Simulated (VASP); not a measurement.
**CoO: single point with LDA**

CoO:

```
Co O
1.0
     3.19765    0.00000    0.00000
    -1.59882    2.76924    0.00000
     0.00000    0.00000    5.22871
Co O
2 2
Direct
  0.00000 0.00000 0.00347
  0.33333 0.66667 0.50336
  0.00000 0.00000 0.37161
  0.33333 0.66667 0.87156
```

```
Program             : VASP 6.6.1
Task                : single point
Functional          : LDA
Potentials or basis : VASP PAW LDA potentials, release 64 (Co, O)
Cutoff              : 520 eV
k mesh              : 7 × 7 × 4
Occupations         : methfessel-paxton, width 0.1 eV
Spin                : collinear spin, ferromagnetic start
Starting moments    : [3.2, 3.2, 0.0, 0.0] μB
```

```
Pressure                                              : -15.8 GPa
Largest force                                         : 0.177 eV/Å
Net moment                                            : 5.44 μB per cell
Site moments                                          : Co +2.33; O +0.30 μB
Valence electrons inside the program's atomic spheres : Co 8.00; O 4.94
```

Forces in eV/Å, atoms in the order of the input:
```
Co   0.000  0.000 -0.177
Co   0.000  0.000 -0.172
O    0.000  0.000  0.174
O    0.000  0.000  0.175
```

Stress tensor (GPa, compression positive):
```
-17.19   0.00   0.00
  0.00 -17.19   0.00
  0.00   0.00 -12.92
```

Levels at points of the mesh, in eV from the Fermi level:
Spin up:
```
           k point  band 16  band 17  band 18  band 19  band 20  band 21
(0.00, 0.00, 0.00)     0.14     0.40     0.45     0.45     5.45     7.07
(0.00, 0.00, 0.50)    -0.03    -0.03    -0.03     2.72     2.72     9.97
```
Spin down:
| k point | band 8 | band 9 | band 10 | band 11 | band 12 | band 13 | band 14 | band 15 | band 16 | band 17 |
| --- | --- | --- | --- | --- | --- | --- | --- | --- | --- | --- |
| (0.00, 0.00, 0.00) | -4.65 | -0.68 | -0.68 | -0.14 | -0.14 | -0.11 | 0.67 | 1.36 | 1.36 | 2.23 |
| (0.00, 0.00, 0.50) | -4.79 | -0.36 | -0.36 | -0.36 | -0.36 | 0.93 | 0.93 | 1.81 | 1.81 | 1.81 |

It took 59 s on 1 thread of Intel Xeon 6975P-C, with other jobs on the host, peak memory 0.18 GiB.

Caveat: semilocal functionals often make such compounds metallic where correlation or magnetic order opens a gap, which also shifts bond lengths. With open d or f shells a metallic result of LDA can be an artefact of self-interaction; +U or a hybrid may open a gap.
